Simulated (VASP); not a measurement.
Runs of VASP 6.6.1 on SiGeO4. The structure is that of space group F-43m (No. 216), or close to it. The cells are those of the table. 

```csv
level,cell,k mesh,smearing,gap on the mesh (eV),pressure (GPa),largest force (eV/Å)
PBE,"a = 5.410 Å, angles 60.0°, 6 atoms",6 × 6 × 6,gaussian 0.02 eV,4.39,3.8,0.12
r2SCAN,"a = 5.466 Å, angles 60.0°, 6 atoms",6 × 6 × 6,gaussian 0.02 eV,4.77,(b),0.08
PBE,"a = 5.463 Å, angles 60.0°, 6 atoms",4 × 4 × 4,gaussian 0.1 eV,(c),-0.1,0.10
PBE,"a = 5.354 Å, angles 60.0°, 6 atoms",6 × 6 × 6,gaussian 0.02 eV,4.71,8.5,0.14
PBE,"a = 5.238 Å, angles 60.0°, 6 atoms",6 × 6 × 6,gaussian 0.02 eV,(a),20.6,0.19
```

Alike in all rows: task single point; potentials or basis VASP PAW PBE potentials, release 64 (Si, Ge_d, O); no spin polarisation; cutoff (eV) 520.

Question: Fill in the values left out.

Answer: (a) 5.19; (b) -3.4; (c) 4.05.

Caveats: the cell stands under pressure (at least some runs); the cell stands under tension (at least some runs); the PAW data sets were made with another functional, which shifts forces and pressure a little (at least some runs).

A k mesh can miss the band edges, and the runs leave out spin-orbit coupling on Ge.
